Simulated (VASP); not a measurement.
A run of VASP 6.6.1:

Contents of INCAR:

```
  ALGO = Fast
  EDIFF = 1E-6
  ENCUT = 520
  GGA = PS
  ISIF = 2
  ISMEAR = 0
  LASPH = T
  LCHARG = T
  LELF = T
  LREAL = F
  LVHAR = T
  LWAVE = F
  NBANDS = 18
  NELM = 80
  PREC = Accurate
  SIGMA = 0.1
```

Contents of KPOINTS:

```
k-points
0
Gamma
  20 20 14
```

The input POSCAR:

```
Cu
1.0
    1.7460720655      1.7460720655      0.0000000000
   -1.7906147202      1.7906147202      0.0000000000
    0.0000000000      0.0000000000      3.5812294404
Cu
2
Direct
    0.0000000000      0.0000000000      0.0000000000
    0.5000000000      0.5000000000      0.5000000000
```

Potentials or basis: VASP PAW PBE potentials, release 64 (Cu).

The run is started by

```sh
$ cat potpaw_PBE.64/Cu/POTCAR > POTCAR
$ mpirun -np 1 vasp_std > vasp.out
```

Hardware: 1 thread of Intel Xeon 8259CL (shared host).

**Question.** Estimate the wall time of this run.

**Answer.** Run time: 7.2 min on 1 thread of Intel Xeon 8259CL (shared host), peak memory 0.4 GiB. Counts: scf iterations 14, k points 968.
